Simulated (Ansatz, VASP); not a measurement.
BaTiO3 in VASP and in Ansatz

INCAR

```
PREC = Accurate ; ENCUT = 520
EDIFF = 1E-8 ; ISMEAR = -1
SIGMA = 0.08 ; LREAL = False
LASPH = True ; NELM = 100
ALGO = Normal ; ISIF = 2
LWAVE = False ; LCHARG = False
GGA = PS ; LEFG = True
NBANDS = 28
```

File KPOINTS:

```
regular mesh
0
Gamma
  7 7 7
```

File POSCAR:

```
BaTiO3
1.0
    3.9998000000      0.0000000000      0.0000000000
    0.0000000000      3.9998000000      0.0000000000
    0.0000000000      0.0000000000      4.0180000000
Ba Ti O
1 1 3
Direct
    0.0000000000      0.0000000000      0.0000000000
    0.5000000000      0.5000000000      0.4820000000
    0.5000000000      0.5000000000      0.0160000000
    0.5000000000      0.0000000000      0.5150000000
    0.0000000000      0.5000000000      0.5150000000
```

Input for Ansatz:

```yaml
crystal:
  lattice:
    - [3.9998, 0.0, 0.0]
    - [0.0, 3.9998, 0.0]
    - [0.0, 0.0, 4.018]
  atoms:
    - { symbol: Ba, position: [0.0, 0.0, 0.0] }
    - { symbol: Ti, position: [0.5, 0.5, 0.482] }
    - { symbol: O, position: [0.5, 0.5, 0.016] }
    - { symbol: O, position: [0.5, 0.0, 0.515] }
    - { symbol: O, position: [0.0, 0.5, 0.515] }
kpoints:
  mp_grid: { grid: [7, 7, 7] }
  band_path:
    path:
      - [0.0, 0.0, 0.0]
      - [0.0, 0.5, 0.0]
      - [0.5, 0.5, 0.0]
      - [0.0, 0.0, 0.0]
      - [0.0, 0.0, 0.5]
      - [0.0, 0.5, 0.5]
      - [0.5, 0.5, 0.5]
      - [0.0, 0.0, 0.5]
      - [0.0, 0.5, 0.0]
    npoints: 14
scf:
  occupations: { method: fermi_dirac, width: 0.08 }
hamiltonian:
  xc: pbesol
  pseudopotentials: { kind: paw }
output:
  forces: true
  stress: true
  eigenvalues: true
  efg: { contact_densities: true }
  populations: true
  bader: true
  dos: { projected: true, de: 0.2, e_range: [-14, 8] }
  write_density: true
  write_potential: true
  elf: true
  volumetric_format: npy
```

Alike in both runs: task electric field gradients; functional PBEsol; k mesh 7 × 7 × 7; occupations fermi-dirac, width 0.08 eV; no spin polarisation.

```csv
,VASP,Ansatz
version,VASP 6.6.1,Ansatz 0.2.0
potentials or method,"VASP PAW PBE potentials, release 64 (Ba_sv, Ti_sv, O)","PAW with Ansatz's default frozen-core files, scalar-relativistic"
plane-wave cutoff (eV),520,420
valence electrons in the cell,40,40
```

Ansatz gave:

```
pressure (GPa)                                                : -3.6
traceless stress, the component that is largest in VASP (GPa) : 0.99
rms of the force components (eV/Å)                            : 0.121
size of Vzz on the site where it differs most (V/Å²)          : 15.4
```

Task: What did VASP give for the same quantities?

Result: Pressure (GPa): -1.8; traceless stress, the component that is largest in VASP (GPa): 1.06; rms of the force components (eV/Å): 0.114; size of Vzz on the site where it differs most (V/Å²): 14.2.

VASP's potentials were made for PBE, not for PBEsol. Atom by atom the forces differ by 0.017 eV/Å (rms over components).

Neither program's run includes spin-orbit coupling.
